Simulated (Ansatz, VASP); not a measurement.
# SiO2 in VASP and in Ansatz

INCAR

```
PREC = Accurate
ENCUT = 520
EDIFF = 1E-7
ISMEAR = 0
SIGMA = 0.01
LREAL = False
LASPH = True
NELM = 80
ALGO = Normal
ISIF = 2
LWAVE = False
LCHARG = False
GGA = PS
NBANDS = 25
```

The input KPOINTS:

```
regular mesh
0
Gamma
  6 6 6
```

File POSCAR:

```
SiO2
1.0
   -2.4129757709      2.4129757709      3.8053879599
    2.4129757709     -2.4129757709      3.8053879599
    2.4129757709      2.4129757709     -3.8053879599
Si O
2 4
Direct
    0.0000000000      0.0000000000      0.0000000000
    0.7500000000      0.2500000000      0.5000000000
    0.9983800000      0.6250000000      0.8733800000
    0.3750000000      0.2483800000      0.3733800000
    0.7516200000      0.1250000000      0.1266200000
    0.8750000000      0.0016200000      0.6266200000
```

Input for Ansatz:

```yaml
crystal:
  lattice:
    - [-2.412975770896303, 2.412975770896303, 3.8053879599148117]
    - [2.412975770896303, -2.412975770896303, 3.8053879599148117]
    - [2.412975770896303, 2.412975770896303, -3.8053879599148117]
  atoms:
    - { symbol: Si, position: [0.0, 0.0, 0.0] }
    - { symbol: Si, position: [0.75, 0.25, 0.5] }
    - { symbol: O, position: [0.99838, 0.625, 0.87338] }
    - { symbol: O, position: [0.375, 0.24838, 0.37338] }
    - { symbol: O, position: [0.75162, 0.125, 0.12662] }
    - { symbol: O, position: [0.875, 0.00162, 0.62662] }
basis:
  ecutwfc: 420.0
kpoints:
  mp_grid:
    grid: [6, 6, 6]
hamiltonian:
  xc: pbesol
scf:
  occupations:
    method: fixed
output:
  stress: true
```

Alike in both runs: task single point; functional PBEsol; k mesh 6 × 6 × 6; no spin polarisation.

|  | VASP | Ansatz |
| --- | --- | --- |
| version | VASP 6.6.1 | Ansatz 0.2.0 |
| potentials or method | VASP PAW PBE potentials, release 64 (Si, O), cutoff 520 eV | plane waves, PAW |
| occupations | gaussian, width 0.01 eV | fixed |
| valence electrons in the cell | 32 | 32 |

|  | VASP | Ansatz | Ansatz less VASP |
| --- | --- | --- | --- |
| pressure (GPa) | -6.0 | -6.4 | -0.45 |
| traceless stress, the component that is largest in VASP (GPa) | -1.45 | -1.51 | -0.062 |

VASP's potentials were made for PBE, not for PBEsol.
